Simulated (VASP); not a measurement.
**MgB2: single point with r2SCAN+D4**

Crystal: MgB2.

```
Mg B
1.0
     3.11653    0.00000    0.00000
    -1.55826    2.69899    0.00000
     0.00000    0.00000    3.60717
Mg B
1 2
Direct
  0.00000 0.00000 0.00000
  0.33333 0.66667 0.50000
  0.66667 0.33333 0.50000
```

```
Program             : VASP 6.6.1
Task                : single point
Functional          : r2SCAN
Dispersion          : D4
Potentials or basis : VASP PAW PBE potentials, release 64 (Mg, B)
Cutoff              : 520 eV
k mesh              : 18 × 18 × 12
Occupations         : gaussian, width 0.1 eV
Spin                : no spin polarisation
```

* Pressure: -9.5 GPa
* Band gap on the k mesh: zero (band 4 reaches 6.78 eV, above the bottom of band 5 at 2.99 eV)
* Dispersion energy per atom: -0.080 eV

Stress tensor (GPa, compression positive):
```
 -9.27   0.00   0.00
  0.00  -9.27   0.00
  0.00   0.00 -10.03
```

Levels at points of the mesh, in eV from the Fermi level:
```csv
k point,band 2,band 3,band 4,band 5,band 6,band 7
"(0.00, 0.00, 0.00)",-3.17,0.43,0.43,1.63,6.57,6.57
"(0.50, 0.00, 0.00)",-8.07,-2.21,0.15,3.12,4.12,5.38
"(0.00, 0.00, 0.50)",-7.56,0.78,0.78,6.89,6.89,8.48
"(0.50, 0.00, 0.50)",-7.23,-3.61,-1.93,-1.18,5.84,9.31
```

It took 3.4 min on 1 thread of Intel(R) Xeon(R) 6975P-C (Granite Rapids), with other jobs on the host, peak memory 0.22 GiB.

Caveat: the PAW data sets were made with another functional, which shifts forces and pressure a little; pairwise dispersion overbinds metals, which lowers pressure and volume.
